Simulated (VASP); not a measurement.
Set up this calculation in VASP 6.6.1, as the native input.

```
Task                   : single point
Functional             : LDA
Potentials or basis    : VASP PAW LDA potentials, release 64 (Zr_sv)
Cutoff                 : 520 eV
k mesh                 : 13 × 13 × 7
Occupations            : fermi-dirac, width 0.03 eV
Spin                   : no spin polarisation
Dipole correction      : no
Further INCAR settings : ALGO = Normal; EDIFF = 1e-07; NBANDS = 19
```

The structure of Zr lies in POSCAR:

```
Zr
1.0
    3.2211887832      0.0000000000      0.0000000000
   -1.6105943915      2.7896313165      0.0000000000
    0.0000000000      0.0000000000      5.1297858246
Zr
2
Direct
    0.3333333333      0.6666666667      0.2500000000
    0.6666666667      0.3333333333      0.7500000000
```

The input as run:

INCAR

```
SYSTEM = Zr
ALGO     = Normal         ! electronic algorithm
EDIFF    = 1E-7           ! SCF threshold, eV
ENCUT    = 520            ! plane-wave cutoff, eV
ISIF     = 2              ! what is computed and relaxed
ISMEAR   = -1             ! smearing method
LASPH    = .True.         ! aspherical terms in the spheres
LCHARG   = .True.         ! write CHGCAR
LELF     = .True.         ! ELF
LREAL    = .False.        ! projectors in reciprocal space
LVHAR    = .True.       
LWAVE    = .False.        ! write WAVECAR
NBANDS   = 19             ! bands
NELM     = 100            ! most SCF steps
PREC     = Accurate       ! precision mode
SIGMA    = 0.03           ! smearing width, eV
```

KPOINTS

```
k-points
0
Gamma
  13 13 7
  0 0 0
```

Potentials or basis: VASP PAW LDA potentials, release 64 (Zr_sv).

The run is started by

```console
$ cat potpaw_LDA.64/Zr_sv/POTCAR > POTCAR
$ mpirun -np 1 vasp_std > vasp.out
```

It gave:

```
Pressure               : -5.2 GPa
Band gap on the k mesh : zero (bands 12 and 13 overlap by 1.13 eV)
```

Caveat: the cell stands under tension.

Run time: 21 s on 1 thread of Intel(R) Xeon(R) 6975P-C (Granite Rapids), with other jobs on the host, peak memory 0.18 GiB.
